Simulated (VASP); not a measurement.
# Ca2MgAs2 (P4/mmm) in VASP: further runs, part 2 of 3

VASP 6.6.1. Earlier steps stand in the parts before.

### 3 Single point, PBE

This run uses another cell than the first one, of 27.21 Å³/atom, 1.039 times its volume.

INCAR reads:

```
  ALGO = Normal
  EDIFF = 1E-7
  ENCUT = 520
  GGA = PE
  ISIF = 2
  ISMEAR = 0
  LASPH = T
  LCHARG = F
  LREAL = F
  LWAVE = F
  NBANDS = 24
  NELM = 100
  PREC = Accurate
  SIGMA = 0.1
```

KPOINTS reads:

```
k-points
0
Gamma
  6 6 2
```

POSCAR reads:

```
Ca2MgAs2
1.0
    3.5839842660      0.0000000000      0.0000000000
    0.0000000000      3.5839842660      0.0000000000
    0.0000000000      0.0000000000     10.5919003434
Ca Mg As
2 1 2
Direct
    0.0000000000      0.0000000000      0.8128052504
    0.0000000000      0.0000000000      0.1871947496
    0.0000000000      0.0000000000      0.5000000000
    0.5000000000      0.5000000000      0.3417091834
    0.5000000000      0.5000000000      0.6582908166
```

Potentials or basis: VASP PAW PBE potentials, release 64 (Ca_sv, Mg, As).

Command:

```
cat potpaw_PBE.64/Ca_sv/POTCAR potpaw_PBE.64/Mg/POTCAR potpaw_PBE.64/As/POTCAR > POTCAR
mpirun -np 1 vasp_std > vasp.out
```

OUTCAR:

```text
EDIFF = 1E-7
   ENCUT = 520
   GGA = PE
   ISIF = 2
   ISMEAR = 0
   LASPH = T
   LREAL = F
   NELM = 100
   PREC = Accurate

 ion  position               nearest neighbor table
   1  0.000  0.000  0.813-   5 3.02   5 3.02   5 3.02   5 3.02   3 3.31
   2  0.000  0.000  0.187-   4 3.02   4 3.02   4 3.02   4 3.02   3 3.31
   3  0.000  0.000  0.500-   4 3.04   5 3.04   4 3.04   5 3.04   4 3.04   5 3.04   4 3.04   5 3.04
                             1 3.31   2 3.31
   4  0.500  0.500  0.342-   2 3.02   2 3.02   2 3.02   2 3.02   3 3.04   3 3.04   3 3.04   3 3.04

   5  0.500  0.500  0.658-   1 3.02   1 3.02   1 3.02   1 3.02   3 3.04   3 3.04   3 3.04   3 3.04

  LATTYP: Found a simple tetragonal cell.
 ALAT       =     3.5839842660
 C/A-ratio  =     2.9553423110

  Lattice vectors:

 A1 = (   3.5839842660,   0.0000000000,   0.0000000000)
 A2 = (   0.0000000000,   3.5839842660,   0.0000000000)
 A3 = (   0.0000000000,   0.0000000000,  10.5919003434)

Analysis of symmetry for initial positions (statically):
=====================================================================
 Subroutine PRICEL returns:
[... 175 lines left out ...]
 val. band max:        3.3780869479   @ k =   0.3333   0.3333   0.0000
 cond. band min:       3.4066819268   @ k =   0.1667   0.1667   0.5000
 fundamental gap:      0.0285949790
 Fermi energy:         3.4002735147

 k-point     1 :       0.0000    0.0000    0.0000
  band No.  band energies     occupation
      1     -38.1610      2.00000
      2     -38.1589      2.00000
      3     -19.2408      2.00000
      4     -19.2061      2.00000
      5     -19.0970      2.00000
      6     -19.0970      2.00000
[... 529 lines left out ...]
     23       6.7941      0.00000
     24       6.8409      0.00000

------------------------ aborting loop because EDIFF is reached ----------------------------------------

  FORCE on cell =-STRESS in cart. coord.  units (eV):
  Direction    XX          YY          ZZ          XY          YZ          ZX
  --------------------------------------------------------------------------------------
  -------------------------------------------------------------------------------------
  Total        0.0284586      0.0284586      0.0080513      0.0000000      0.0000000      0.0000000
  in kB        0.3351332      0.3351332      0.0948135      0.0000000      0.0000000      0.0000000
  external PRESSURE =       0.2550267 kB  Pullay stress =       0.0000000 kB

 VOLUME and BASIS-vectors are now :
 -----------------------------------------------------------------------------
  energy-cutoff  :      520.00
  volume of cell :      136.05
      direct lattice vectors                 reciprocal lattice vectors
     3.583984266  0.000000000  0.000000000     0.279019082  0.000000000  0.000000000
     0.000000000  3.583984266  0.000000000     0.000000000  0.279019082  0.000000000
     0.000000000  0.000000000 10.591900343     0.000000000  0.000000000  0.094411764

 POSITION                                       TOTAL-FORCE (eV/Angst)
 -----------------------------------------------------------------------------------
      0.00000      0.00000      8.60915         0.000000      0.000000      0.019532
      0.00000      0.00000      1.98275         0.000000     -0.000000     -0.019532
      0.00000      0.00000      5.29595         0.000000      0.000000      0.000000
      1.79199      1.79199      3.61935         0.000000      0.000000      0.022979
      1.79199      1.79199      6.97255        -0.000000      0.000000     -0.022979
 -----------------------------------------------------------------------------------
    total drift:                               -0.000000      0.000000      0.000000

  FREE ENERGIE OF THE ION-ELECTRON SYSTEM (eV)
  ---------------------------------------------------
  free  energy   TOTEN  =       -17.0180798450 eV

  energy  without entropy=      -17.0064668651  energy(sigma->0) =      -17.01227336
```

Wall time 1.8 min (1 thread of Intel Xeon Platinum 8375C at 2.90GHz (Ice Lake), shared host); peak memory 0.27 GiB.

What came out:

```
Free energy            : -17.0181 eV
Pressure               : 0.0 GPa
Largest force          : 0.023 eV/Å
Band gap on the k mesh : zero (band 16 reaches 3.68 eV, above the bottom of band 17 at 2.54 eV)
```

Forces in eV/Å, atoms in the order of the input:
```
Ca   0.000  0.000  0.020
Ca   0.000  0.000 -0.020
Mg   0.000  0.000  0.000
As   0.000  0.000  0.023
As   0.000  0.000 -0.023
```

Levels at points of the mesh, in eV from the Fermi level:
```csv
k point,band 13,band 14,band 15,band 16,band 17,band 18,band 19,band 20
"(0.00, 0.00, 0.00)",-1.70,-0.30,-0.30,0.25,0.25,1.05,1.21,1.73
"(0.50, 0.00, 0.00)",-3.07,-0.57,-0.34,0.02,0.27,0.65,1.22,1.35
"(0.50, 0.50, 0.00)",-2.99,-2.99,-2.52,-0.69,-0.43,1.29,1.71,1.71
"(0.00, 0.00, 0.50)",-0.72,-0.30,-0.30,0.24,0.24,0.96,1.09,1.17
"(0.50, 0.00, 0.50)",-3.04,-0.92,0.19,0.28,0.36,0.56,0.64,1.60
"(0.50, 0.50, 0.50)",-3.00,-3.00,-2.47,-0.84,-0.34,0.90,1.78,1.78
```

### 4 Relaxation of cell and atoms, PBE

This run uses another cell than the first one, of 25.46 Å³/atom, 0.972 times its volume.

INCAR reads:

```
  ALGO = Normal
  EDIFF = 1E-7
  EDIFFG = -0.04
  ENCUT = 600
  GGA = PE
  IBRION = 2
  ISIF = 3
  ISMEAR = 0
  LASPH = True
  LCHARG = False
  LREAL = False
  LWAVE = False
  NELM = 100
  NSW = 90
  PREC = Accurate
  SIGMA = 0.1
```

KPOINTS is that of step 3.

POSCAR reads:

```
Ca2MgAs2
1.0
    3.3895618243      0.0000000000      0.0000000000
    0.0000000000      3.3895618243      0.0000000000
    0.0000000000      0.0000000000     11.0810917671
Ca Mg As
2 1 2
Direct
    0.0000000000      0.0000000000      0.8343418510
    0.0000000000      0.0000000000      0.1656581490
    0.0000000000      0.0000000000      0.5000000000
    0.5000000000      0.5000000000      0.3376821120
    0.5000000000      0.5000000000      0.6623178880
```

Command:

```
cat potpaw_PBE.64/Ca_sv/POTCAR potpaw_PBE.64/Mg/POTCAR potpaw_PBE.64/As/POTCAR > POTCAR
mpirun -np 1 vasp_std > vasp.out
```

Wall time 13 min (1 thread of Intel Xeon Platinum 8375C at 2.90GHz (Ice Lake), shared host); peak memory 0.31 GiB.

It converged, with:

```
Free energy                            : -17.0171 eV
Relaxed volume                         : 27.23 Å³/atom
Relaxed cell                           : a = 3.591 Å, b = 3.591 Å, c = 10.560 Å, α = 90.00°, β = 90.00°, γ = 90.00°
Space group after relaxing (to 0.05 Å) : P4/mmm (No. 123)
Energy gained by relaxing              : 35.8 meV/atom
Ionic steps                            : 11
Pressure after relaxing                : 0.0 GPa
Largest force after relaxing           : 0.036 eV/Å
Band gap on the k mesh                 : zero (band 16 reaches 3.65 eV, above the bottom of band 17 at 2.54 eV)
```

Forces on the atoms (eV/Å):
```
Ca   0.000  0.000  0.031
Ca   0.000  0.000 -0.031
Mg   0.000  0.000  0.000
As   0.000  0.000  0.036
As   0.000  0.000 -0.036
```

Stress tensor (GPa, compression positive):
```
-0.08  0.00  0.00
 0.00 -0.08  0.00
 0.00  0.00  0.19
```

The path:
| step | energy change (eV) | largest force (eV/Å) | pressure (GPa) | volume (Å³) |
| --- | --- | --- | --- | --- |
| 1 | 0.0000 | 0.3418 | 0.41 | 127.31 |
| 2 | -0.0777 | 0.3809 | 0.30 | 128.46 |
| 3 | -0.1031 | 0.4250 | 0.20 | 129.86 |
| 4 | -0.1270 | 0.3039 | 0.15 | 130.99 |
| 5 | -0.1499 | 0.2240 | 0.12 | 133.38 |
| 6 | -0.1505 | 0.2614 | 0.13 | 133.82 |
| 7 | -0.1638 | 0.1961 | -0.18 | 135.40 |
| 8 | -0.1705 | 0.1039 | -0.56 | 137.55 |
| 9 | -0.1764 | 0.0569 | -0.01 | 136.24 |
| 10 | -0.1764 | 0.0549 | 0.01 | 136.19 |
| 11 | -0.1789 | 0.0362 | 0.01 | 136.14 |

Final structure:
```
Ca Mg As
1.0
     3.59058    0.00000    0.00000
     0.00000    3.59058    0.00000
     0.00000    0.00000   10.55960
Ca Mg As
2 1 2
Direct
  0.00000 0.00000 0.81279
  0.00000 0.00000 0.18721
  0.00000 0.00000 0.50000
  0.50000 0.50000 0.34134
  0.50000 0.50000 0.65866
```

Levels at points of the mesh, in eV from the Fermi level:
```
           k point  band 13  band 14  band 15  band 16  band 17  band 18  band 19  band 20
(0.00, 0.00, 0.00)    -1.69    -0.32    -0.32     0.24     0.24     1.05     1.22     1.75
(0.50, 0.00, 0.00)    -3.06    -0.55    -0.34     0.02     0.25     0.62     1.23     1.34
(0.50, 0.50, 0.00)    -2.99    -2.99    -2.52    -0.68    -0.45     1.29     1.70     1.70
(0.00, 0.00, 0.50)    -0.70    -0.32    -0.32     0.23     0.23     0.99     1.10     1.17
(0.50, 0.00, 0.50)    -3.03    -0.92     0.20     0.25     0.36     0.58     0.61     1.60
(0.50, 0.50, 0.50)    -2.99    -2.99    -2.47    -0.83    -0.36     0.89     1.77     1.77
```

[end of part 2 of 3]
